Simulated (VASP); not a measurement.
# Ti (P6_3/mmc) in VASP: a series of runs

Runs on Ti. Level: PBE. Tasks: single point.

Everything below comes from runs of VASP 6.6.1. Logs are shortened: lines on timing, memory, paths and dates and some standing lists are left out, and cuts for length are marked.

**1. The cell of the first run**

Symmetry: P6_3/mmc, No. 194, hexagonal system. The conventional cell has a = 2.920 Å, b = 2.920 Å, c = 4.686 Å, α = 90.00°, β = 90.00°, γ = 120.00°. Within 3.8 Å of Ti (site symmetry -6m2) lie 12 Ti at 2.89 to 2.92 Å.

**2. Single point, PBE (equal xx and yy strain of -1 %)**

The input, INCAR:

```
PREC = Accurate ; ENCUT = 520
EDIFF = 1E-7 ; ISMEAR = -1
SIGMA = 0.08 ; LREAL = False
LASPH = True ; NELM = 100
ALGO = Normal ; ISIF = 2
LWAVE = False ; LCHARG = False
GGA = PE ; NBANDS = 19
```

The input, KPOINTS:

```
regular mesh
0
Gamma
  13 13 7
```

The input, POSCAR:

```
Ti
1.0
    2.9204978818      0.0000000000      0.0000000000
   -1.4602489409      2.5292253573      0.0000000000
    0.0000000000      0.0000000000      4.6860000000
Ti
2
Direct
    0.3333333333      0.6666666667      0.2500000000
    0.6666666667      0.3333333333      0.7500000000
```

Potentials or basis: VASP PAW PBE potentials, release 64 (Ti_sv).

On the command line:

```
cat potpaw_PBE.64/Ti_sv/POTCAR > POTCAR
mpirun -np 1 vasp_std > vasp.out
```

OUTCAR:

```text
PREC = Accurate
   ENCUT = 520
   EDIFF = 1E-7
   ISMEAR = -1
   LREAL = False
   LASPH = True
   NELM = 100
   ISIF = 2
   GGA = PE

 ion  position               nearest neighbor table
   1  0.333  0.667  0.250-   2 2.89   2 2.89   2 2.89   2 2.89   2 2.89   2 2.89
   2  0.667  0.333  0.750-   1 2.89   1 2.89   1 2.89   1 2.89   1 2.89   1 2.89

  LATTYP: Found a hexagonal cell.
 ALAT       =     2.9204978818
 C/A-ratio  =     1.6045209377

  Lattice vectors:

 A1 = (   2.9204978818,   0.0000000000,   0.0000000000)
 A2 = (  -1.4602489409,   2.5292253573,   0.0000000000)
 A3 = (   0.0000000000,   0.0000000000,   4.6860000000)

Analysis of symmetry for initial positions (statically):
=====================================================================
 Subroutine PRICEL returns:
 Original cell was already a primitive cell.

 Routine SETGRP: Setting up the symmetry group for a
 hexagonal supercell.

 Subroutine GETGRP returns: Found 24 space group operations
 (whereof 12 operations were pure point group operations)
 out of a pool of 24 trial point group operations.

The static configuration has the point symmetry D_3d.
 The point group associated with its full space group is D_6h.

Analysis of symmetry for dynamics (positions and initial velocities):
=====================================================================
 Subroutine PRICEL returns:
 Original cell was already a primitive cell.

 Routine SETGRP: Setting up the symmetry group for a
 hexagonal supercell.

 Subroutine GETGRP returns: Found 24 space group operations
 (whereof 12 operations were pure point group operations)
 out of a pool of 24 trial point group operations.

The dynamic configuration has the point symmetry D_3d.
 The point group associated with its full space group is D_6h.

 Subroutine INISYM returns: Found 24 space group operations
 (whereof 12 operations are pure point group operations),
 and found     1 'primitive' translations

----------------------------------------------------------------------------------------

                                     Primitive cell

  volume of cell :      34.6136

  direct lattice vectors                    reciprocal lattice vectors
     2.920497882  0.000000000  0.000000000     0.342407370  0.197688987  0.000000000
    -1.460248941  2.529225357  0.000000000     0.000000000  0.395377975  0.000000000
     0.000000000  0.000000000  4.686000000     0.000000000  0.000000000  0.213401622

  length of vectors
     2.920497882  2.920497882  4.686000000     0.395377975  0.395377975  0.213401622

  position of ions in fractional coordinates (direct lattice)
     0.333333333  0.666666667  0.250000000
     0.666666667  0.333333333  0.750000000

  ion indices of the primitive-cell ions
   primitive index   ion index
                 1           1
                 2           2

----------------------------------------------------------------------------------------

 KPOINTS: regular mesh

Automatic generation of k-mesh.
 Grid dimensions read from file:
 generate k-points for:   13   13    7

 Generating k-lattice:

  Cartesian coordinates                     Fractional coordinates (reciprocal lattice)
     0.026339028  0.015206845  0.000000000     0.076923077  0.000000000  0.000000000
     0.000000000  0.030413690  0.000000000     0.000000000  0.076923077  0.000000000
     0.000000000  0.000000000  0.030485946     0.000000000  0.000000000  0.142857143

  Length of vectors
     0.030413690  0.030413690  0.030485946

  Shift w.r.t. Gamma in fractional coordinates (k-lattice)
     0.000000000  0.000000000  0.000000000

 Subroutine IBZKPT returns following result:
 ===========================================

 Found     84 irreducible k-points:

 Following reciprocal coordinates:
            Coordinates               Weight
  0.000000  0.000000  0.000000      1.000000
  0.076923  0.000000  0.000000      6.000000
  0.153846  0.000000  0.000000      6.000000
  0.230769  0.000000  0.000000      6.000000
  0.307692  0.000000  0.000000      6.000000
  0.384615  0.000000  0.000000      6.000000
[... 16 lines left out ...]
  0.076923  0.000000  0.142857     12.000000
  0.153846  0.000000  0.142857     12.000000
 [... further k-points ...]
   k-points           NKPTS =     84   k-points in BZ     NKDIM =     84   number of bands    NBANDS=     19
   number of dos      NEDOS =    301   number of ions     NIONS =      2
   total plane-waves  NPLWV =  20736
   dimension x,y,z NGX =    24 NGY =   24 NGZ =   36
   dimension x,y,z NGXF=    48 NGYF=   48 NGZF=   72
   ions per type =               2
   NGX,Y,Z   is equivalent  to a cutoff of  13.66, 13.66, 12.77 a.u.
   NGXF,Y,Z  is equivalent  to a cutoff of  27.32, 27.32, 25.54 a.u.
 SYSTEM =  unknown system
   PREC   = accura    normal or accurate (medium, high low for compatibility)
   ISTART =      0    job   : 0-new  1-cont  2-samecut
   ICHARG =      2    charge: 1-file 2-atom 10-const
   ISPIN  =      1    spin polarized calculation?
   LNONCOLLINEAR =      F non collinear calculations
   LSORBIT =      F    spin-orbit coupling
   LASPH  =      T    aspherical Exc in radial PAW
   ENCUT  =  520.0 eV  38.22 Ry    6.18 a.u.   5.43  5.43  8.71*2*pi/ulx,y,z
   NELM   =    100;   NELMIN=  2; NELMDL= -5     # of ELM steps
   EDIFF  = 0.1E-06   stopping-criterion for ELM
   LREAL  =      F    real-space projection
   EDIFFG = 0.1E-05   stopping-criterion for IOM
   NSW    =      0    number of steps for IOM
   IBRION =     -1    ionic relax: 0-MD 1-quasi-New 2-CG
   NFREE  =      0    steps in history (QN), initial steepest desc. (CG)
   ISIF   =      2    stress and relaxation
   ISYM   =      2    0-nonsym 1-usesym 2-fastsym
   POTIM  = 0.5000    time-step for ionic-motion
   TEBEG  =    0.0;   TEEND  =   0.0 temperature during run
   PSTRESS=    0.0 pullay stress
   NELECT =      24.0000    total number of electrons
   NUPDOWN=      -1.0000    fix difference up-down
   EMIN   =  10.00;   EMAX   =-10.00  energy-range for DOS
   EFERMI =   0.00;   METHOD = LEGACY
   ISMEAR =    -1;   SIGMA  =   0.08  broadening in eV -4-tet -1-fermi 0-gaus
   EFERMI_NEDOS =   21; number of points for ismear=-14 and -15
   IALGO  =     38    algorithm
   IMIX   =      4    mixing-type and parameters
     AMIX     =   0.40;   BMIX     =  1.00
     AMIX_MAG =   1.60;   BMIX_MAG =  1.00
  volume/ion in A,a.u.               =      17.31       116.79
  Fermi-wavevector in a.u.,A,eV,Ry     =   1.448982  2.738179 28.566099  2.099549
  Thomas-Fermi vector in A             =   2.566761
   LORBIT       =      0    0 simple, 1 ext, 2 COOP (PROOUT), +10 PAW based schemes
   GGA     = PE    functional components
   LHFCALC =     F    Hartree Fock is set to
   AEXX    =    0.0000 exact exchange contribution
   IVDW    =     0    specifies the selected vdW correction
   LEPSILON=     F    determine dielectric tensor
   LRPA    =     F    only Hartree local field effects (RPA)
 non-spin polarized calculation
  energy-cutoff  :      520.00
  volume of cell :       34.61
 maximum number of plane-waves:       960
 NGX is ok and might be reduce to    24
   NGX = 11   NGY = 11   NGZ = 17

 number of electron      23.9999995 magnetization

 Free energy of the ion-electron system (eV)
  ---------------------------------------------------
  ext. energy  EPLUGINS =         0.00000000
  ---------------------------------------------------
  free energy    TOTEN  =       -15.69270886 eV

  energy without entropy =      -15.64493832  energy(sigma->0) =      -15.66882359

 E-fermi :   8.3606     XC(G=0): -11.5140

 val. band max:        8.3582756813   @ k =   0.2308   0.2308   0.4286
 cond. band min:       8.3671223942   @ k =   0.0769   0.0769   0.4286
 fundamental gap:      0.0088467128
 Fermi energy:         8.3606013772

 k-point     1 :       0.0000    0.0000    0.0000
  band No.  band energies     occupation
      1     -48.4724      2.00000
      2     -48.3403      2.00000
      3     -25.0515      2.00000
      4     -24.4065      2.00000
      5     -24.4065      2.00000
      6     -24.3538      2.00000
[... 11 lines left out ...]
     18      10.0717      0.00000
     19      11.5483      0.00000

 k-point     2 :       0.0769    0.0000    0.0000
  band No.  band energies     occupation
      1     -48.4664      2.00000
      2     -48.3376      2.00000
      3     -25.0384      2.00000
      4     -24.4345      2.00000
      5     -24.4156      2.00000
      6     -24.3589      2.00000
[... 11 lines left out ...]
     18       9.9790      0.00000
     19      11.5959      0.00000

 k-point     3 :       0.1538    0.0000    0.0000
  band No.  band energies     occupation
      1     -48.4494      2.00000
      2     -48.3306      2.00000
      3     -25.0008      2.00000
      4     -24.5126      2.00000
      5     -24.4402      2.00000
      6     -24.4198      2.00000
[... 11 lines left out ...]
     18      10.0574      0.00000
     19      11.6989      0.00000

 k-point     4 :       0.2308    0.0000    0.0000
  band No.  band energies     occupation
      1     -48.4246      2.00000
      2     -48.3215      2.00000
      3     -24.9433      2.00000
      4     -24.6236      2.00000
      5     -24.5281      2.00000
      6     -24.4736      2.00000
[... 11 lines left out ...]
     18      10.5181      0.00000
     19      11.7998      0.00000

 k-point     5 :       0.3077    0.0000    0.0000
  band No.  band energies     occupation
      1     -48.3965      2.00000
      2     -48.3134      2.00000
      3     -24.8736      2.00000
      4     -24.7422      2.00000
      5     -24.6392      2.00000
      6     -24.5079      2.00000
[... 11 lines left out ...]
     18      11.0582      0.00000
     19      11.8730      0.00000

 k-point     6 :       0.3846    0.0000    0.0000
  band No.  band energies     occupation
      1     -48.3708      2.00000
      2     -48.3090      2.00000
      3     -24.8408      2.00000
      4     -24.8033      2.00000
      5     -24.7287      2.00000
      6     -24.5356      2.00000
[... 11 lines left out ...]
     18      11.5774      0.00000
     19      11.9163      0.00000

 k-point     7 :       0.4615    0.0000    0.0000
  band No.  band energies     occupation
      1     -48.3541      2.00000
      2     -48.3086      2.00000
      3     -24.8964      2.00000
      4     -24.7784      2.00000
      5     -24.7523      2.00000
      6     -24.5510      2.00000
[... 11 lines left out ...]
     18      11.9385      0.00000
     19      12.4774      0.00000

 k-point     8 :       0.0769    0.0769    0.0000
  band No.  band energies     occupation
      1     -48.4549      2.00000
      2     -48.3328      2.00000
      3     -25.0130      2.00000
      4     -24.4826      2.00000
      5     -24.4438      2.00000
      6     -24.3849      2.00000
[... 256 lines left out ...]
 k-point    20 :       0.3846    0.2308    0.0000
  band No.  band energies     occupation
      1     -48.3338      2.00000
      2     -48.3123      2.00000
      3     -24.8358      2.00000
      4     -24.7221      2.00000
      5     -24.6820      2.00000
      6     -24.6649      2.00000
[... 11 lines left out ...]
     18      11.6761      0.00000
     19      13.6708      0.00000

 k-point    21 :       0.3077    0.3077    0.0000
  band No.  band energies     occupation
      1     -48.3278      2.00000
      2     -48.3152      2.00000
      3     -24.8095      2.00000
      4     -24.7164      2.00000
      5     -24.6786      2.00000
      6     -24.6576      2.00000
[... 11 lines left out ...]
     18      11.6356      0.00000
     19      13.9530      0.00000

 k-point    22 :       0.0000    0.0000    0.1429
  band No.  band energies     occupation
      1     -48.4660      2.00000
      2     -48.3469      2.00000
      3     -25.0182      2.00000
      4     -24.4018      2.00000
      5     -24.4018      2.00000
      6     -24.3897      2.00000
[... 11 lines left out ...]
     18      10.2427      0.00000
     19      11.5519      0.00000

 k-point    23 :       0.0769    0.0000    0.1429
  band No.  band energies     occupation
      1     -48.4601      2.00000
      2     -48.3441      2.00000
      3     -25.0067      2.00000
      4     -24.4293      2.00000
      5     -24.4107      2.00000
      6     -24.4020      2.00000
[... 11 lines left out ...]
     18      10.1847      0.00000
     19      11.5904      0.00000

 k-point    24 :       0.1538    0.0000    0.1429
  band No.  band energies     occupation
      1     -48.4436      2.00000
      2     -48.3366      2.00000
      3     -24.9742      2.00000
      4     -24.5056      2.00000
      5     -24.4568      2.00000
      6     -24.4347      2.00000
[... 11 lines left out ...]
     18      10.1629      0.00000
     19      11.6728      0.00000

 [... further k-points ...]

------------------------ aborting loop because EDIFF is reached ----------------------------------------

  FORCE on cell =-STRESS in cart. coord.  units (eV):
  Direction    XX          YY          ZZ          XY          YZ          ZX
  --------------------------------------------------------------------------------------
  -------------------------------------------------------------------------------------
  Total        0.1763449      0.1763449     -0.1393020      0.0000000      0.0000000      0.0000000
  in kB        8.1625653      8.1625653     -6.4479436      0.0000000      0.0000000      0.0000000
  external PRESSURE =       3.2923957 kB  Pullay stress =       0.0000000 kB

 VOLUME and BASIS-vectors are now :
 -----------------------------------------------------------------------------
  energy-cutoff  :      520.00
  volume of cell :       34.61
      direct lattice vectors                 reciprocal lattice vectors
     2.920497882  0.000000000  0.000000000     0.342407370  0.197688987  0.000000000
    -1.460248941  2.529225357  0.000000000     0.000000000  0.395377975  0.000000000
     0.000000000  0.000000000  4.686000000     0.000000000  0.000000000  0.213401622

 POSITION                                       TOTAL-FORCE (eV/Angst)
 -----------------------------------------------------------------------------------
     -0.00000      1.68615      1.17150         0.000000      0.000000      0.000000
      1.46025      0.84308      3.51450         0.000000      0.000000      0.000000
 -----------------------------------------------------------------------------------
    total drift:                                0.000000     -0.000000      0.000000

  FREE ENERGIE OF THE ION-ELECTRON SYSTEM (eV)
  ---------------------------------------------------
  free  energy   TOTEN  =       -15.6927088601 eV

  energy  without entropy=      -15.6449383152  energy(sigma->0) =      -15.66882359
```

Wall time 81 s (1 thread of Intel Xeon 8259CL, shared host); peak memory 0.18 GiB.

Results:

```yaml
Free_energy: -15.6927 eV
Pressure: 0.3 GPa
Band_gap_on_the_k_mesh: zero (bands 12 and 13 overlap by 1.11 eV)
```

Levels at points of the mesh, in eV from the Fermi level:
```csv
k point,band 9,band 10,band 11,band 12,band 13,band 14,band 15,band 16
"(0.00, 0.00, 0.00)",-6.21,-2.69,0.67,0.81,0.81,0.83,1.28,1.28
```

Caveat: the cell differs from its parent crystal (equal xx and yy strain of -1 %).

(Part 1 of 2 ends here.)
